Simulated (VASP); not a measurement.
# CuO in VASP: single point with PBE

Aim: the single point of CuO with PBE.

All numbers are computed with VASP 6.6.1; they aren't measurements. Logs are shortened: lines on timing, memory, paths and dates and some standing lists are left out, and cuts for length are marked.

## 1. The cell of the first run

The cell holds a slab with vacuum, 8 atoms: a = 2.949 Å, b = 2.949 Å, c = 26.015 Å, α = 90.00°, β = 90.00°, γ = 90.16°.

## 2. Single point, PBE

INCAR reads:

```
  PREC = Accurate
  ENCUT = 520
  EDIFF = 1E-7
  ISMEAR = 0
  SIGMA = 0.1
  LREAL = False
  LASPH = True
  NELM = 60
  ALGO = Normal
  ISIF = 2
  LWAVE = False
  LCHARG = False
  LDIPOL = True
  IDIPOL = 3
  DIPOL = 0.5 0.5 0.499
  GGA = PE
  NBANDS = 44
```

KPOINTS reads:

```
regular mesh
0
Gamma
  10 10 1
```

POSCAR reads:

```
CuO
1.0
    2.9487032640      0.0000000000      0.0000000000
   -0.0081921837      2.9486918841      0.0000000000
    0.0000000000      0.0000000000     26.0147087045
O Cu
4 4
Direct
    0.5000000000      0.5000000000      0.3267382348
    0.5000000000      0.5000000000      0.4257449578
    0.5000000000      0.5000000000      0.5246451435
    0.5000000000      0.5000000000      0.6239705145
    0.5000000000      0.0000000000      0.3762415963
    0.0000000000      0.5000000000      0.4752483193
    0.5000000000      0.0000000000      0.5741786512
    0.0000000000      0.5000000000      0.6691565859
```

Potentials or basis: VASP PAW PBE potentials, release 64 (O, Cu).

Started as:

```console
$ cat potpaw_PBE.64/O/POTCAR potpaw_PBE.64/Cu/POTCAR > POTCAR
$ mpirun -np 1 vasp_std > vasp.out
```

OUTCAR:

```text
PREC = Accurate
   ENCUT = 520
   EDIFF = 1E-7
   ISMEAR = 0
   LREAL = False
   LASPH = True
   NELM = 60
   ISIF = 2
   GGA = PE

 ion  position               nearest neighbor table
   1  0.500  0.500  0.327-   5 1.96   5 1.96
   2  0.500  0.500  0.426-   6 1.96   6 1.96   5 1.96   5 1.96
   3  0.500  0.500  0.525-   6 1.96   6 1.96   7 1.96   7 1.96
   4  0.500  0.500  0.624-   8 1.89   8 1.89   7 1.96   7 1.96
   5  0.500  0.000  0.376-   1 1.96   2 1.96   1 1.96   2 1.96
   6  0.000  0.500  0.475-   3 1.96   3 1.96   2 1.96   2 1.96
   7  0.500  0.000  0.574-   3 1.96   3 1.96   4 1.96   4 1.96
   8  0.000  0.500  0.669-   4 1.89   4 1.89

  LATTYP: Found a base centered orthorhombic cell.
 ALAT       =     4.1642993697
 B/A-ratio  =     1.0027821027
 C/A-ratio  =     6.2470793751

  Lattice vectors:

 A1 = (   2.9487032640,   0.0000000000,   0.0000000000)
 A2 = (  -0.0081921837,   2.9486918841,   0.0000000000)
 A3 = (   0.0000000000,   0.0000000000,  26.0147087045)

Analysis of symmetry for initial positions (statically):
=====================================================================
 Subroutine PRICEL returns:
 Original cell was already a primitive cell.

 Routine SETGRP: Setting up the symmetry group for a
 base centered orthorhombic supercell.

 Subroutine GETGRP returns: Found  2 space group operations
 (whereof  2 operations were pure point group operations)
 out of a pool of  8 trial point group operations.

The static configuration has the point symmetry C_2 .

Analysis of symmetry for dynamics (positions and initial velocities):
=====================================================================
 Subroutine PRICEL returns:
 Original cell was already a primitive cell.

 Routine SETGRP: Setting up the symmetry group for a
 base centered orthorhombic supercell.

 Subroutine GETGRP returns: Found  2 space group operations
 (whereof  2 operations were pure point group operations)
 out of a pool of  8 trial point group operations.

The dynamic configuration has the point symmetry C_2 .

 Subroutine INISYM returns: Found  2 space group operations
 (whereof  2 operations are pure point group operations),
 and found     1 'primitive' translations

----------------------------------------------------------------------------------------

                                     Primitive cell

  volume of cell :     226.1931

  direct lattice vectors                    reciprocal lattice vectors
     2.948703264  0.000000000  0.000000000     0.339132124  0.000942192  0.000000000
    -0.008192184  2.948691884  0.000000000     0.000000000  0.339133432  0.000000000
     0.000000000  0.000000000 26.014708704     0.000000000  0.000000000  0.038439792

  length of vectors
     2.948703264  2.948703264 26.014708704     0.339133432  0.339133432  0.038439792

  position of ions in fractional coordinates (direct lattice)
     0.500000000  0.500000000  0.326738235
     0.500000000  0.500000000  0.425744958
     0.500000000  0.500000000  0.524645144
     0.500000000  0.500000000  0.623970515
     0.500000000  0.000000000  0.376241596
     0.000000000  0.500000000  0.475248319
     0.500000000  0.000000000  0.574178651
     0.000000000  0.500000000  0.669156586

  ion indices of the primitive-cell ions
   primitive index   ion index
                 1           1
                 2           2
                 3           3
                 4           4
                 5           5
                 6           6
                 7           7
                 8           8

----------------------------------------------------------------------------------------

 KPOINTS: regular mesh

Automatic generation of k-mesh.
 Grid dimensions read from file:
 generate k-points for:   10   10    1

 Generating k-lattice:

  Cartesian coordinates                     Fractional coordinates (reciprocal lattice)
     0.033913212  0.000094219  0.000000000     0.100000000  0.000000000  0.000000000
     0.000000000  0.033913343  0.000000000     0.000000000  0.100000000  0.000000000
     0.000000000  0.000000000  0.038439792     0.000000000  0.000000000  1.000000000

  Length of vectors
     0.033913343  0.033913343  0.038439792

  Shift w.r.t. Gamma in fractional coordinates (k-lattice)
     0.000000000  0.000000000  0.000000000

 Subroutine IBZKPT returns following result:
 ===========================================

 Found     52 irreducible k-points:

 Following reciprocal coordinates:
            Coordinates               Weight
  0.000000  0.000000  0.000000      1.000000
  0.100000  0.000000  0.000000      2.000000
  0.000000  0.100000  0.000000      2.000000
  0.200000  0.000000  0.000000      2.000000
  0.000000  0.200000  0.000000      2.000000
  0.300000 -0.000000  0.000000      2.000000
[... 16 lines left out ...]
 -0.300000  0.100000  0.000000      2.000000
  0.100000 -0.300000  0.000000      2.000000
 [... further k-points ...]
   k-points           NKPTS =     52   k-points in BZ     NKDIM =     52   number of bands    NBANDS=     44
   number of dos      NEDOS =    301   number of ions     NIONS =      8
   total plane-waves  NPLWV = 112896
   dimension x,y,z NGX =    24 NGY =   24 NGZ =  196
   dimension x,y,z NGXF=    48 NGYF=   48 NGZF=  392
   ions per type =               4   4
   NGX,Y,Z   is equivalent  to a cutoff of  13.53, 13.53, 12.53 a.u.
   NGXF,Y,Z  is equivalent  to a cutoff of  27.06, 27.06, 25.05 a.u.
 SYSTEM =  unknown system
   PREC   = accura    normal or accurate (medium, high low for compatibility)
   ISTART =      0    job   : 0-new  1-cont  2-samecut
   ICHARG =      2    charge: 1-file 2-atom 10-const
   ISPIN  =      1    spin polarized calculation?
   LNONCOLLINEAR =      F non collinear calculations
   LSORBIT =      F    spin-orbit coupling
   LASPH  =      T    aspherical Exc in radial PAW
   ENCUT  =  520.0 eV  38.22 Ry    6.18 a.u.   5.48  5.48 48.37*2*pi/ulx,y,z
   NELM   =     60;   NELMIN=  2; NELMDL= -5     # of ELM steps
   EDIFF  = 0.1E-06   stopping-criterion for ELM
   LREAL  =      F    real-space projection
   EDIFFG = 0.1E-05   stopping-criterion for IOM
   NSW    =      0    number of steps for IOM
   IBRION =     -1    ionic relax: 0-MD 1-quasi-New 2-CG
   NFREE  =      0    steps in history (QN), initial steepest desc. (CG)
   ISIF   =      2    stress and relaxation
   ISYM   =      2    0-nonsym 1-usesym 2-fastsym
   POTIM  = 0.5000    time-step for ionic-motion
   TEBEG  =    0.0;   TEEND  =   0.0 temperature during run
   PSTRESS=    0.0 pullay stress
   NELECT =      68.0000    total number of electrons
   NUPDOWN=      -1.0000    fix difference up-down
   EMIN   =  10.00;   EMAX   =-10.00  energy-range for DOS
   EFERMI =   0.00;   METHOD = LEGACY
   ISMEAR =     0;   SIGMA  =   0.10  broadening in eV -4-tet -1-fermi 0-gaus
   EFERMI_NEDOS =   21; number of points for ismear=-14 and -15
   IALGO  =     38    algorithm
   IMIX   =      4    mixing-type and parameters
     AMIX     =   0.40;   BMIX     =  1.00
     AMIX_MAG =   1.60;   BMIX_MAG =  1.00
  volume/ion in A,a.u.               =      28.27       190.80
  Fermi-wavevector in a.u.,A,eV,Ry     =   1.096692  2.072447 16.364179  1.202733
  Thomas-Fermi vector in A             =   2.233039
   LORBIT       =      0    0 simple, 1 ext, 2 COOP (PROOUT), +10 PAW based schemes
   GGA     = PE    functional components
   LHFCALC =     F    Hartree Fock is set to
   AEXX    =    0.0000 exact exchange contribution
   IVDW    =     0    specifies the selected vdW correction
   LEPSILON=     F    determine dielectric tensor
   LRPA    =     F    only Hartree local field effects (RPA)
 non-spin polarized calculation
 Gauss-broadening in eV      SIGMA  =   0.10
  energy-cutoff  :      520.00
  volume of cell :      226.19
 maximum number of plane-waves:      6153
 NGX is ok and might be reduce to    24
   NGX = 11   NGY = 11   NGZ = 97

 dipolmoment           0.000000      0.000000      0.037014 electrons x Angstroem

 number of electron      68.0000011 magnetization

 dipolmoment           0.000000      0.000000     -0.193518 electrons x Angstroem

 Free energy of the ion-electron system (eV)
  ---------------------------------------------------
  ext. energy  EPLUGINS =         0.00000000
  ---------------------------------------------------
  free energy    TOTEN  =       -36.75520624 eV

  energy without entropy =      -36.71548235  energy(sigma->0) =      -36.73534429

 E-fermi :  -2.1465     XC(G=0):  -5.1308

 val. band max:       -2.1471049323   @ k =   0.1000   0.3000   0.0000
 cond. band min:      -2.1456202134   @ k =   0.1000  -0.3000   0.0000
 fundamental gap:      0.0014847189
 Fermi energy:        -2.1465318526

 k-point     1 :       0.0000    0.0000    0.0000
  band No.  band energies     occupation
      1     -21.7491      2.00000
      2     -21.3816      2.00000
      3     -20.8188      2.00000
      4     -18.9442      2.00000
      5      -9.7247      2.00000
      6      -8.4951      2.00000
[... 36 lines left out ...]
     43       4.5788      0.00000
     44       5.8491      0.00000

 k-point     2 :       0.1000    0.0000    0.0000
  band No.  band energies     occupation
      1     -21.7062      2.00000
      2     -21.3410      2.00000
      3     -20.7975      2.00000
      4     -18.9167      2.00000
      5      -9.6440      2.00000
      6      -8.4592      2.00000
[... 36 lines left out ...]
     43       4.7828      0.00000
     44       5.9855      0.00000

 k-point     3 :       0.0000    0.1000    0.0000
  band No.  band energies     occupation
      1     -21.7010      2.00000
      2     -21.3476      2.00000
      3     -20.7917      2.00000
      4     -18.9188      2.00000
      5      -9.6449      2.00000
      6      -8.4928      2.00000
[... 36 lines left out ...]
     43       4.8008      0.00000
     44       5.9852      0.00000

 k-point     4 :       0.2000    0.0000    0.0000
  band No.  band energies     occupation
      1     -21.5925      2.00000
      2     -21.2310      2.00000
      3     -20.7408      2.00000
      4     -18.8435      2.00000
      5      -9.4293      2.00000
      6      -8.3969      2.00000
[... 882 lines left out ...]
     43       5.9792      0.00000
     44       6.2909      0.00000

 k-point    23 :      -0.3000    0.1000    0.0000
  band No.  band energies     occupation
      1     -21.4052      2.00000
      2     -21.0557      2.00000
      3     -20.6461      2.00000
      4     -18.7275      2.00000
      5      -9.0782      2.00000
      6      -8.3551      2.00000
[... 36 lines left out ...]
     43       5.6363      0.00000
     44       6.3308      0.00000

 k-point    24 :       0.1000   -0.3000    0.0000
  band No.  band energies     occupation
      1     -21.3652      2.00000
      2     -21.1124      2.00000
      3     -20.6054      2.00000
      4     -18.7335      2.00000
      5      -9.0774      2.00000
      6      -8.4183      2.00000
[... 36 lines left out ...]
     43       5.3407      0.00000
     44       6.6559      0.00000

 [... further k-points ...]

------------------------ aborting loop because EDIFF is reached ----------------------------------------

 vacuum level on the upper side and lower side of the slab       (xc-potential included)        -2.096         1.852

  FORCE on cell =-STRESS in cart. coord.  units (eV):
  Direction    XX          YY          ZZ          XY          YZ          ZX
  --------------------------------------------------------------------------------------
  -------------------------------------------------------------------------------------
  Total        1.5919693     -4.4703854     -2.6655608      0.0195755      0.0000000      0.0000000
  in kB       11.2762794    -31.6647541    -18.8807720      0.1386578      0.0000000      0.0000000
  external PRESSURE =     -13.0897489 kB  Pullay stress =       0.0000000 kB

 VOLUME and BASIS-vectors are now :
 -----------------------------------------------------------------------------
  energy-cutoff  :      520.00
  volume of cell :      226.19
      direct lattice vectors                 reciprocal lattice vectors
     2.948703264  0.000000000  0.000000000     0.339132124  0.000942192  0.000000000
    -0.008192184  2.948691884  0.000000000     0.000000000  0.339133432  0.000000000
     0.000000000  0.000000000 26.014708704     0.000000000  0.000000000  0.038439792

 POSITION                                       TOTAL-FORCE (eV/Angst)
 -----------------------------------------------------------------------------------
      1.47026      1.47435      8.50000        -0.000000      0.000000      2.076943
      1.47026      1.47435     11.07563        -0.000000      0.000000     -0.200001
      1.47026      1.47435     13.64849        -0.000000      0.000000     -0.001210
      1.47026      1.47435     16.23241         0.000000      0.000000     -0.009630
      1.47435      0.00000      9.78782        -0.000000      0.000000     -1.891890
     -0.00410      1.47435     12.36345         0.000000      0.000000     -0.045618
      1.47435      0.00000     14.93709         0.000000      0.000000     -0.003049
     -0.00410      1.47435     17.40791        -0.000000      0.000000      0.074455
 -----------------------------------------------------------------------------------
    total drift:                                0.000000      0.000000     -0.001849

  FREE ENERGIE OF THE ION-ELECTRON SYSTEM (eV)
  ---------------------------------------------------
  free  energy   TOTEN  =       -36.7552062369 eV

  energy  without entropy=      -36.7154823515  energy(sigma->0) =      -36.73534429

 vacuum level on the upper side and lower side of the slab         2.217         6.246
```

It took 13 min on 1 thread of Intel Xeon 6975P-C (Granite Rapids), shared host; peak memory 0.57 GiB.

What came out:

| Item | Value |
| --- | --- |
| Free energy | -36.7552 eV |
| Largest force | 2.077 eV/Å |
| Band gap on the k mesh | zero (bands 34 and 35 overlap by 0.41 eV) |

Forces on the atoms (eV/Å):
```
O    0.000  0.000  2.077
O    0.000  0.000 -0.200
O    0.000  0.000 -0.001
O    0.000  0.000 -0.010
Cu   0.000  0.000 -1.892
Cu   0.000  0.000 -0.046
Cu   0.000  0.000 -0.003
Cu   0.000  0.000  0.074
```

Caveat: semilocal functionals often make such compounds metallic where correlation or magnetic order opens a gap, which also shifts bond lengths. With open d or f shells a metallic result of PBE can be an artefact of self-interaction; +U or a hybrid may open a gap.
